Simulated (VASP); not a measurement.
# ZnC2 (I4/mmm) in VASP: vibrations by perturbation theory with PBE

Aim: the vibrations by perturbation theory of ZnC2 with PBE.

Program: VASP 6.6.1. These are calculated values, not measurements. Logs are shortened: lines on timing, memory, paths and dates and some standing lists are left out, and cuts for length are marked.

### Step 1. The cell of the first run

Symmetry: I4/mmm, No. 139, tetragonal system. Conventional cell: a = 4.301 Å, b = 4.301 Å, c = 5.026 Å, α = 90.00°, β = 90.00°, γ = 90.00°. Within 2.5 Å of Zn (site symmetry 4/mmm) lie 2 C at 1.89 Å. C (site symmetry 4mm) has 1 C at 1.24 Å within 1.7 Å.

### Step 2. Vibrations by perturbation theory, PBE

Input file INCAR:

```
SYSTEM = ZnC2
ALGO = Normal ; EDIFF = 1E-8
ENCUT = 520 ; GGA = PE
IBRION = 8 ; ISIF = 2
ISMEAR = 0 ; LASPH = .TRUE.
LCHARG = .FALSE. ; LEPSILON = .TRUE.
LREAL = .FALSE. ; LWAVE = .FALSE.
NELM = 80 ; NSW = 1
PREC = Accurate ; SIGMA = 0.01
```

Input file KPOINTS:

```
k-points
0
G
  8 8 8
  0 0 0
```

Input file POSCAR:

```
ZnC2
1.0
   -2.1502781373      2.1502781373      2.5131542105
    2.1502781373     -2.1502781373      2.5131542105
    2.1502781373      2.1502781373     -2.5131542105
Zn C
1 2
Direct
    0.0000000000      0.0000000000      0.0000000000
    0.6233051663      0.6233051663      0.0000000000
    0.3766948337      0.3766948337      0.0000000000
```

Potentials or basis: VASP PAW PBE potentials, release 64 (Zn, C).

Started as:

```console
cat potpaw_PBE.64/Zn/POTCAR potpaw_PBE.64/C/POTCAR > POTCAR
mpirun -np 1 vasp_std > vasp.out
```

OUTCAR:

```text
SYSTEM = ZnC2
   EDIFF = 1E-8
   ENCUT = 520
   GGA = PE
   IBRION = 8
   ISIF = 2
   ISMEAR = 0
   LASPH = .TRUE.
   LEPSILON = .TRUE.
   LREAL = .FALSE.
   NELM = 80
   NSW = 1
   PREC = Accurate

 ion  position               nearest neighbor table
   1  0.000  0.000  0.000-   2 1.89   3 1.89
   2  0.623  0.623  0.000-   3 1.24   1 1.89
   3  0.377  0.377  0.000-   2 1.24   1 1.89

  LATTYP: Found a body centered tetragonal cell.
 ALAT       =     4.3005562746
 C/A-ratio  =     1.1687577374

  Lattice vectors:

 A1 = (  -2.1502781373,   2.1502781373,   2.5131542105)
 A2 = (   2.1502781373,  -2.1502781373,   2.5131542105)
 A3 = (   2.1502781373,   2.1502781373,  -2.5131542105)

Analysis of symmetry for initial positions (statically):
=====================================================================
 Subroutine PRICEL returns:
 Original cell was already a primitive cell.

 Routine SETGRP: Setting up the symmetry group for a
 body centered tetragonal supercell.

 Subroutine GETGRP returns: Found 16 space group operations
 (whereof 16 operations were pure point group operations)
 out of a pool of 16 trial point group operations.

The static configuration has the point symmetry D_4h.

Analysis of symmetry for dynamics (positions and initial velocities):
=====================================================================
 Subroutine PRICEL returns:
 Original cell was already a primitive cell.

 Routine SETGRP: Setting up the symmetry group for a
 body centered tetragonal supercell.

 Subroutine GETGRP returns: Found 16 space group operations
 (whereof 16 operations were pure point group operations)
 out of a pool of 16 trial point group operations.

The dynamic configuration has the point symmetry D_4h.

 Subroutine INISYM returns: Found 16 space group operations
 (whereof 16 operations are pure point group operations),
 and found     1 'primitive' translations

----------------------------------------------------------------------------------------

                                     Primitive cell

  volume of cell :      46.4802

  direct lattice vectors                    reciprocal lattice vectors
    -2.150278137  2.150278137  2.513154211     0.000000000  0.232528058  0.198953171
     2.150278137 -2.150278137  2.513154211     0.232528058  0.000000000  0.198953171
     2.150278137  2.150278137 -2.513154211     0.232528058  0.232528058  0.000000000

  length of vectors
     3.945039445  3.945039445  3.945039445     0.306025591  0.306025591  0.328844334

  position of ions in fractional coordinates (direct lattice)
     0.000000000  0.000000000  0.000000000
     0.623305166  0.623305166  0.000000000
     0.376694834  0.376694834  0.000000000

  ion indices of the primitive-cell ions
   primitive index   ion index
                 1           1
                 2           2
                 3           3

----------------------------------------------------------------------------------------
[... 587 lines left out ...]
     0.00083  0.00000  0.00000           (  0.00002  0.00000  0.00000)
     0.00000  0.00083  0.00000           (  0.00000  0.00002  0.00000)
     0.00000 -0.00000 -0.00074           (  0.00000  0.00000  0.00003)

 PIEZOELECTRIC TENSOR FIELD DIRECTION 3  (C/m^2)
 -----------------------------------------------------------------------------
     0.00029  0.00000  0.00000
     0.00000  0.00029  0.00000
     0.00000 -0.00000 -0.00025

--------------------------------------- Ionic step        4  -------------------------------------------

------------------------ aborting loop because EDIFF is reached ----------------------------------------

[... ionic steps 5 to 5 ...]

--------------------------------------- Ionic step        6  -------------------------------------------

------------------------ aborting loop because EDIFF is reached ----------------------------------------

--------------------------------------- Ionic step        7  -------------------------------------------

------------------------ aborting loop because EDIFF is reached ----------------------------------------

[... ionic steps 8 to 8 ...]

--------------------------------------- Ionic step        9  -------------------------------------------

 Free energy of the ion-electron system (eV)
  ---------------------------------------------------
  ---------------------------------------------------
  free energy    TOTEN  =        -0.13852215 eV

  energy without entropy =       -0.13852215

------------------------ aborting loop because EDIFF is reached ----------------------------------------

 INTERNAL STRAIN TENSOR  FOR ION    2  DIRECTION 3   (eV/Angst):
 -----------------------------------------------------------------------------
    -0.00444  0.00000  0.00000
     0.00000 -0.00444  0.00000
     0.00000 -0.00000-75.90087

 MACROSCOPIC STATIC DIELECTRIC TENSOR (including local field effects in DFT)
 ------------------------------------------------------
           3.786243     0.000000     0.000000
           0.000000     3.786243    -0.000000
           0.000000     0.000000     5.375182
 ------------------------------------------------------

 PIEZOELECTRIC TENSOR (including local field effects)  for field in x, y, z        (e  Angst)
          XX          YY          ZZ          XY          YZ          ZX
  --------------------------------------------------------------------------------
  x     0.00000     0.00000     0.00000     0.00000     0.00000     0.00000
  y     0.00000     0.00000     0.00000     0.00000     0.00000     0.00000
  z     0.00000     0.00000     0.00000     0.00000     0.00000     0.00000

 PIEZOELECTRIC TENSOR (including local field effects)  for field in x, y, z        (C/m^2)
          XX          YY          ZZ          XY          YZ          ZX
  --------------------------------------------------------------------------------
  x     0.00000     0.00000     0.00000     0.00000     0.00000     0.00000
  y     0.00000     0.00000     0.00000     0.00000     0.00000     0.00000
  z     0.00000     0.00000     0.00000     0.00000     0.00000     0.00000

 BORN EFFECTIVE CHARGES (including local field effects) (in |e|, cummulative output)
 ---------------------------------------------------------------------------------
 ion    1
    1     2.06170     0.00000     0.00000
    2     0.00000     2.06170     0.00000
    3     0.00000     0.00000     1.96484
 ion    2
    1    -1.03085    -0.00000     0.00000
    2     0.00000    -1.03085     0.00000
    3     0.00000    -0.00000    -0.98242
 ion    3
    1    -1.03085    -0.00000     0.00000
    2     0.00000    -1.03085     0.00000
    3     0.00000     0.00000    -0.98242

 INTERNAL STRAIN TENSOR FOR ION    3 for displacements in x,y,z  (eV/Angst):
          X           Y           Z          XY          YZ          ZX
  --------------------------------------------------------------------------------
  x     0.00000     0.00000     0.00000     0.00000     0.00000    -0.95901
  y     0.00000     0.00000     0.00000     0.00000    -1.28616     0.00000
  z     0.00444     0.00444    75.90087     0.00000     0.00000     0.00000

 SECOND DERIVATIVES (NOT SYMMETRIZED)
 ------------------------------------
               1X          1Y          1Z          2X          2Y          2Z          3X          3Y          3Z
  1X     0.161500    0.000000    0.000000   -0.080750   -0.000000    0.000000   -0.080750   -0.000000    0.000000
  1Y     0.000000    0.161500    0.000000    0.000000   -0.080750    0.000000    0.000000   -0.080750    0.000000
  1Z     0.000000    0.000000  -28.420724    0.000000    0.000000   14.210362    0.000000    0.000000   14.210362
  2X    -0.038488   -0.000000    0.000000   -2.500443    0.000000    0.000000    2.538930    0.000000    0.000000
  2Y     0.000000   -0.038488    0.000000    0.000000   -2.500443    0.000000   -0.000000    2.538930   -0.000000
  2Z     0.000000   -0.000000   14.220333    0.000000   -0.000000  -99.791918    0.000000    0.000000   85.571585
  3X    -0.038488   -0.000000    0.000000    2.538930    0.000000    0.000000   -2.500443    0.000000    0.000000
  3Y     0.000000   -0.038488    0.000000   -0.000000    2.538930   -0.000000    0.000000   -2.500443    0.000000
  3Z     0.000000   -0.000000   14.220333    0.000000    0.000000   85.571585    0.000000   -0.000000  -99.791918

 Eigenvectors and eigenvalues of the dynamical matrix
 ----------------------------------------------------

   1 f  =   61.414830 THz   385.880759 2PiTHz 2048.578229 cm-1   253.991215 meV
             X         Y         Z           dx          dy          dz
      0.000000  0.000000  0.000000     0.000000    0.000000   -0.000000
      0.000000  0.000000  3.132924    -0.000000   -0.000000   -0.707107
      0.000000  0.000000  1.893384     0.000000    0.000000    0.707107
[... 43 lines left out ...]
   9 f/i=    1.197551 THz     7.524437 2PiTHz   39.946011 cm-1     4.952672 meV
             X         Y         Z           dx          dy          dz
      0.000000  0.000000  0.000000    -0.025615    0.662384   -0.000000
      0.000000  0.000000  3.132924     0.020458   -0.529034   -0.000000
      0.000000  0.000000  1.893384     0.020458   -0.529034   -0.000000

--------------------------------------------------------------------------------------------------------

 MACROSCOPIC STATIC DIELECTRIC TENSOR IONIC CONTRIBUTION
 ------------------------------------------------------
         118.920719     0.000000    -0.000000
           0.000000   118.920719    -0.000000
          -0.000000    -0.000000     0.528707
 ------------------------------------------------------

 ELASTIC MODULI CONTR FROM IONIC RELAXATION (kBar)
 Direction    XX          YY          ZZ          XY          YZ          ZX
 --------------------------------------------------------------------------------
 XX          -0.0000     -0.0000     -0.1254      0.0000     -0.0000      0.0000
 YY          -0.0000     -0.0000     -0.1254      0.0000     -0.0000      0.0000
 ZZ          -0.1254     -0.1254  -2142.6018      0.0000     -0.0000      0.0000
 XY           0.0000      0.0000      0.0000      0.0000      0.0000      0.0000
 YZ          -0.0000     -0.0000     -0.0000      0.0000    -22.6299     -0.0000
 ZX           0.0000      0.0000      0.0000      0.0000      0.0000    -12.5818
 --------------------------------------------------------------------------------

 PIEZOELECTRIC TENSOR IONIC CONTR  for field in x, y, z        (C/m^2)
          XX          YY          ZZ          XY          YZ          ZX
  --------------------------------------------------------------------------------
  x    -0.00000    -0.00000    -0.00000     0.00000    -0.00000    -0.00000
  y     0.00000     0.00000     0.00000     0.00000     0.00000     0.00000
  z     0.00000     0.00000     0.00000     0.00000    -0.00000    -0.00000
```

Run time: 11 min. Hardware: 1 thread of AMD EPYC 7R13 (Zen 3), shared host; peak memory 0.35 GiB.

What came out:

| Property | Result |
| --- | --- |
| Electronic dielectric tensor (diagonal) | 3.79, 3.79, 5.38 |
| Born charges (mean of the diagonal) | Zn +2.03; C -1.01 e |
| Highest phonon frequency at Γ | 2049 cm⁻¹ |
| Most unstable mode | 40i cm⁻¹ |

Phonon frequencies in cm⁻¹ (negative: imaginary):
```tsv
q point	frequencies
(0.000, 0.000, 0.000)	-40 -40 0 7 7 338 338 663 2049
```

Electronic dielectric tensor:
```
3.79 0.00 0.00
0.00 3.79 0.00
0.00 0.00 5.38
```

Born effective charge tensors (e):
atom 1, Zn
```
2.06 0.00 0.00
0.00 2.06 0.00
0.00 0.00 1.96
```
atom 2, C
```
-1.03  0.00  0.00
 0.00 -1.03  0.00
 0.00  0.00 -0.98
```
atom 3, C
```
-1.03  0.00  0.00
 0.00 -1.03  0.00
 0.00  0.00 -0.98
```

Caveat: some modes are imaginary.
